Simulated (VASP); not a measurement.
# Pd (Cmce) in VASP: single point with r2SCAN

Aim: the single point of Pd with r2SCAN.

Everything below comes from runs of VASP 6.6.1. Logs are shortened: lines on timing, memory, paths and dates and some standing lists are left out, and cuts for length are marked.

### 1 The cell of the first run

The structure is orthorhombic, space group Cmce (No. 64). The conventional cell has a = 3.106 Å, b = 9.851 Å, c = 4.109 Å, α = 90.00°, β = 90.00°, γ = 90.00°. Within 2.7 Å of Pd (site symmetry m) lie 3 Pd at 2.03 to 2.07 Å.

### 2 Single point, r2SCAN

The input, POSCAR:

```
Pd
1.0
    1.5527781304     -4.9257312295      0.0000000000
    1.5527781304      4.9257312295      0.0000000000
    0.0000000000      0.0000000000      4.1094671971
Pd
4
Direct
    0.0980000000      0.9020000000      0.9100000000
    0.5980000000      0.4020000000      0.5900000000
    0.9020000000      0.0980000000      0.0900000000
    0.4020000000      0.5980000000      0.4100000000
```

The input, INCAR.step1:

```
SYSTEM = Pd
PREC = Accurate
ENCUT = 520
ISMEAR = 0
SIGMA = 0.1
LREAL = .FALSE.
LASPH = .TRUE.
NELM = 100
NBANDS = 28
GGA = PE
ALGO = Normal
EDIFF = 1E-4
LWAVE = .TRUE.
LCHARG = .FALSE.
```

The input, INCAR.step2:

```
SYSTEM = Pd
PREC = Accurate
ENCUT = 520
EDIFF = 1E-6
ISMEAR = 0
SIGMA = 0.1
LREAL = .FALSE.
LASPH = .TRUE.
NELM = 100
ALGO = Normal
ISIF = 2
LWAVE = .FALSE.
LCHARG = .FALSE.
METAGGA = R2SCAN
LMIXTAU = .TRUE.
NBANDS = 28
ISTART = 1
```

The input, KPOINTS:

```
Automatic mesh
0
G
  6 6 4
  0 0 0
```

Potentials or basis: VASP PAW PBE potentials, release 64 (Pd).

Command:

```console
$ cat potpaw_PBE.64/Pd/POTCAR > POTCAR
$ cp INCAR.step1 INCAR
$ mpirun -np 1 vasp_std > vasp.out
$ cp INCAR.step2 INCAR
$ mpirun -np 1 vasp_std > vasp.out
```

OUTCAR:

```text
SYSTEM = Pd
   PREC = Accurate
   ENCUT = 520
   EDIFF = 1E-6
   ISMEAR = 0
   LREAL = .FALSE.
   LASPH = .TRUE.
   NELM = 100
   ISIF = 2
   METAGGA = R2SCAN
   ISTART = 1

 ion  position               nearest neighbor table
   1  0.098  0.902  0.910-   2 2.03   2 2.03   3 2.07   2 3.20   2 3.20   4 3.22   4 3.22   4 3.22
                             4 3.22
   2  0.598  0.402  0.590-   1 2.03   1 2.03   4 2.07   1 3.20   1 3.20   3 3.22   3 3.22   3 3.22
                             3 3.22
   3  0.902  0.098  0.090-   4 2.03   4 2.03   1 2.07   4 3.20   4 3.20   2 3.22   2 3.22   2 3.22
                             2 3.22
   4  0.402  0.598  0.410-   3 2.03   3 2.03   2 2.07   3 3.20   3 3.20   1 3.22   1 3.22   1 3.22
                             1 3.22

  LATTYP: Found a base centered orthorhombic cell.
 ALAT       =     3.1055562608
 B/A-ratio  =     3.1722054382
 C/A-ratio  =     1.3232628399

  Lattice vectors:

 A1 = (   1.5527781304,  -4.9257312295,   0.0000000000)
 A2 = (   1.5527781304,   4.9257312295,   0.0000000000)
 A3 = (   0.0000000000,   0.0000000000,   4.1094671971)

Analysis of symmetry for initial positions (statically):
=====================================================================
 Subroutine PRICEL returns:
 Original cell was already a primitive cell.

 Routine SETGRP: Setting up the symmetry group for a
 base centered orthorhombic supercell.

 Subroutine GETGRP returns: Found  8 space group operations
 (whereof  4 operations were pure point group operations)
 out of a pool of  8 trial point group operations.

The static configuration has the point symmetry C_2h.
 The point group associated with its full space group is D_2h.

Analysis of symmetry for dynamics (positions and initial velocities):
=====================================================================
 Subroutine PRICEL returns:
 Original cell was already a primitive cell.

 Routine SETGRP: Setting up the symmetry group for a
 base centered orthorhombic supercell.

 Subroutine GETGRP returns: Found  8 space group operations
 (whereof  4 operations were pure point group operations)
 out of a pool of  8 trial point group operations.

The dynamic configuration has the point symmetry C_2h.
 The point group associated with its full space group is D_2h.

 Subroutine INISYM returns: Found  8 space group operations
 (whereof  4 operations are pure point group operations),
 and found     1 'primitive' translations

----------------------------------------------------------------------------------------

                                     Primitive cell

[... 97 lines left out ...]
   NSW    =      0    number of steps for IOM
   IBRION =     -1    ionic relax: 0-MD 1-quasi-New 2-CG
   NFREE  =      0    steps in history (QN), initial steepest desc. (CG)
   ISIF   =      2    stress and relaxation
   ISYM   =      2    0-nonsym 1-usesym 2-fastsym
   POTIM  = 0.5000    time-step for ionic-motion
   TEBEG  =    0.0;   TEEND  =   0.0 temperature during run
   PSTRESS=    0.0 pullay stress
   NELECT =      40.0000    total number of electrons
   NUPDOWN=      -1.0000    fix difference up-down
   EMIN   =  10.00;   EMAX   =-10.00  energy-range for DOS
   EFERMI =   0.00;   METHOD = LEGACY
   ISMEAR =     0;   SIGMA  =   0.10  broadening in eV -4-tet -1-fermi 0-gaus
   EFERMI_NEDOS =   21; number of points for ismear=-14 and -15
   IALGO  =     38    algorithm
   IMIX   =      4    mixing-type and parameters
     AMIX     =   0.40;   BMIX     =  1.00
     AMIX_MAG =   1.60;   BMIX_MAG =  1.00
  volume/ion in A,a.u.               =      15.72       106.06
  Fermi-wavevector in a.u.,A,eV,Ry     =   1.408087  2.660899 26.976410  1.982710
  Thomas-Fermi vector in A             =   2.530281
   LORBIT       =      0    0 simple, 1 ext, 2 COOP (PROOUT), +10 PAW based schemes
   METAGGA = R2SCAN    functional components
   LHFCALC =     F    Hartree Fock is set to
   AEXX    =    0.0000 exact exchange contribution
   IVDW    =     0    specifies the selected vdW correction
   LEPSILON=     F    determine dielectric tensor
   LRPA    =     F    only Hartree local field effects (RPA)
 non-spin polarized calculation
 Gauss-broadening in eV      SIGMA  =   0.10
  energy-cutoff  :      520.00
  volume of cell :       62.86
 maximum number of plane-waves:      1708
 NGX is ok and might be reduce to    40
   NGX = 19   NGY = 19   NGZ = 15

 number of electron      39.9999999 magnetization

 Free energy of the ion-electron system (eV)
  ---------------------------------------------------
  ext. energy  EPLUGINS =         0.00000000
  ---------------------------------------------------
  free energy    TOTEN  =       -77.03301402 eV

  energy without entropy =      -77.00815028  energy(sigma->0) =      -77.02058215

 E-fermi :   9.9744     XC(G=0): -13.2775

 val. band max:        9.9672961251   @ k =   0.1667   0.0000   0.2500
 cond. band min:       9.9839836953   @ k =   0.3333   0.1667   0.2500
 fundamental gap:      0.0166875701
 Fermi energy:         9.9744414203

 k-point     1 :       0.0000    0.0000    0.0000
  band No.  band energies     occupation
      1       1.4197      2.00000
      2       2.1229      2.00000
      3       2.1492      2.00000
      4       2.1551      2.00000
      5       2.2830      2.00000
      6       2.3626      2.00000
[... 733 lines left out ...]
     27      21.8177      0.00000
     28      22.7320      0.00000

 [... further k-points ...]

------------------------ aborting loop because EDIFF is reached ----------------------------------------

  FORCE on cell =-STRESS in cart. coord.  units (eV):
  Direction    XX          YY          ZZ          XY          YZ          ZX
  --------------------------------------------------------------------------------------
  -------------------------------------------------------------------------------------
  Total       54.3723578     32.5594432     42.4789858      0.0000000      0.0000000      0.0000000
  in kB     1385.7762628    829.8353305   1082.6525201      0.0000000      0.0000000      0.0000000
  external PRESSURE =    1099.4213711 kB  Pullay stress =       0.0000000 kB

 VOLUME and BASIS-vectors are now :
 -----------------------------------------------------------------------------
  energy-cutoff  :      520.00
  volume of cell :       62.86
      direct lattice vectors                 reciprocal lattice vectors
     1.552778130 -4.925731230  0.000000000     0.322003505 -0.101507771  0.000000000
     1.552778130  4.925731230  0.000000000     0.322003505  0.101507771  0.000000000
     0.000000000  0.000000000  4.109467197     0.000000000  0.000000000  0.243340548

 POSITION                                       TOTAL-FORCE (eV/Angst)
 -----------------------------------------------------------------------------------
      1.55278      3.96029      3.73962         0.000000     -9.922636     12.087299
      1.55278     -0.96544      2.42459         0.000000     -9.922636    -12.087299
      1.55278     -3.96029      0.36985         0.000000      9.922636    -12.087299
      1.55278      0.96544      1.68488         0.000000      9.922636     12.087299
 -----------------------------------------------------------------------------------
    total drift:                                0.000000      0.000000      0.000000

  FREE ENERGIE OF THE ION-ELECTRON SYSTEM (eV)
  ---------------------------------------------------
  free  energy   TOTEN  =       -77.0330140247 eV

  energy  without entropy=      -77.0081502809  energy(sigma->0) =      -77.02058215
```

OSZICAR.step1:

```text
N       E                     dE             d eps       ncg     rms          rms(c)
DAV:   1     0.281283259785E+03    0.28128E+03   -0.20792E+04  2184   0.141E+03
DAV:   2     0.103460698241E+01   -0.28025E+03   -0.26677E+03  2296   0.324E+02
DAV:   3    -0.681719686961E+01   -0.78518E+01   -0.77700E+01  2408   0.594E+01
DAV:   4    -0.689632951300E+01   -0.79133E-01   -0.79109E-01  2344   0.555E+00
DAV:   5    -0.689806765069E+01   -0.17381E-02   -0.17381E-02  2364   0.911E-01    0.399E+01
DAV:   6    -0.618048767593E+01    0.71758E+00   -0.96879E-01  2280   0.624E+00    0.236E+01
DAV:   7    -0.597256274862E+01    0.20792E+00   -0.29050E-01  2344   0.269E+00    0.185E+00
DAV:   8    -0.596396607557E+01    0.85967E-02   -0.38145E-02  2300   0.110E+00    0.284E-01
DAV:   9    -0.596367032872E+01    0.29575E-03   -0.20788E-03  2388   0.250E-01    0.688E-02
DAV:  10    -0.596366463841E+01    0.56903E-05   -0.14545E-04  1356   0.657E-02
   1 F= -.59636646E+01 E0= -.59499257E+01  d E =-.274779E-01
```

It took 4.9 min on 1 thread of Intel Xeon Platinum 8259CL at 2.50GHz (Skylake/Cascade Lake), shared host; peak memory 0.25 GiB.

Results:

| Quantity | Value |
| --- | --- |
| Free energy | -77.0330 eV |
| Pressure | 109.9 GPa |
| Largest force | 15.638 eV/Å |
| Band gap on the k mesh | zero (bands 20 and 21 overlap by 0.92 eV) |

Forces in eV/Å, atoms in the order of the input:
```
Pd    0.000  -9.923  12.087
Pd    0.000  -9.923 -12.087
Pd    0.000   9.923 -12.087
Pd    0.000   9.923  12.087
```

Caveat: the k points lie up to 0.38 Å⁻¹ apart, too coarse for converged energies and pressures of a metal; the PAW data sets were made with another functional, which shifts forces and pressure a little.
